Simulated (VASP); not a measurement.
Here is a VASP 6.6.1 calculation.

The input INCAR:

```
PREC = Accurate
ENCUT = 520
EDIFF = 1E-6
ISMEAR = 0
SIGMA = 0.01
LREAL = False
LASPH = True
NELM = 100
ALGO = Normal
ISIF = 2
LWAVE = False
LCHARG = False
GGA = PS
NBANDS = 16
```

KPOINTS

```
regular mesh
0
Gamma
  9 9 6
```

Contents of POSCAR:

```
BN
1.0
    2.5151549549      0.0000000000      0.0000000000
   -1.2575774774      2.1781880854      0.0000000000
    0.0000000000      0.0000000000      4.1606277791
B N
2 2
Direct
    0.3333333333      0.6666666667     -0.0001250336
    0.6666666667      0.3333333333      0.4998749664
    0.3333333333      0.6666666667      0.3741250336
    0.6666666667      0.3333333333      0.8741250336
```

Potentials or basis: VASP PAW PBE potentials, release 64 (B, N).

The run is started by

```sh
$ cat potpaw_PBE.64/B/POTCAR potpaw_PBE.64/N/POTCAR > POTCAR
$ mpirun -np 1 vasp_std > vasp.out
```

Problem. Estimate the pressure.

Solution. 13.2 GPa.

Problem. What does it give for the largest force?

Solution. 0.004 eV/Å.

Problem. Predict the band gap on the k mesh.

Solution. 4.88 eV, indirect (least direct gap 8.35 eV).

Forces in eV/Å, atoms in the order of the input:
```
B    0.000  0.000  0.004
B    0.000  0.000  0.004
N    0.000  0.000 -0.004
N    0.000  0.000 -0.004
```

Caveat: the PAW data sets were made with another functional, which shifts forces and pressure a little. A k mesh can miss the band edges.
